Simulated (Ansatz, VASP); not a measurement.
**AlNi: VASP beside Ansatz**

```
Al Ni
1.0
     2.88100    0.00000    0.00000
     0.00000    2.88100    0.00000
     0.00000    0.00000    2.88100
Al Ni
1 1
Direct
  0.00000 0.00000 0.00000
  0.50000 0.50000 0.50000
```

Alike in both runs: task single point; functional LDA; k mesh 12 × 12 × 12; occupations gaussian, width 0.05 eV; no spin polarisation.

|  | VASP | Ansatz |
| --- | --- | --- |
| version | VASP 6.6.1 | Ansatz 0.2.0 |
| potentials or method | VASP PAW LDA potentials, release 64 (Al, Ni), cutoff 600 eV | scalar-relativistic, plane waves, PAW |
| valence electrons in the cell | 13 | 21 |

|  | VASP | Ansatz | Ansatz less VASP |
| --- | --- | --- | --- |
| gap on the k mesh at the Fermi level (eV) | none | none | - |
| pressure (GPa) | -8.1 | -8.4 | -0.34 |

LDA's correlation is that of Perdew and Zunger in VASP and of Perdew and Wang (1992) in Ansatz. A gap of «none» marks a metal or a gap that the smearing closes. VASP's potentials hold 13 valence electrons a cell and Ansatz's 21, so a difference there can come from the potentials and not from the codes.
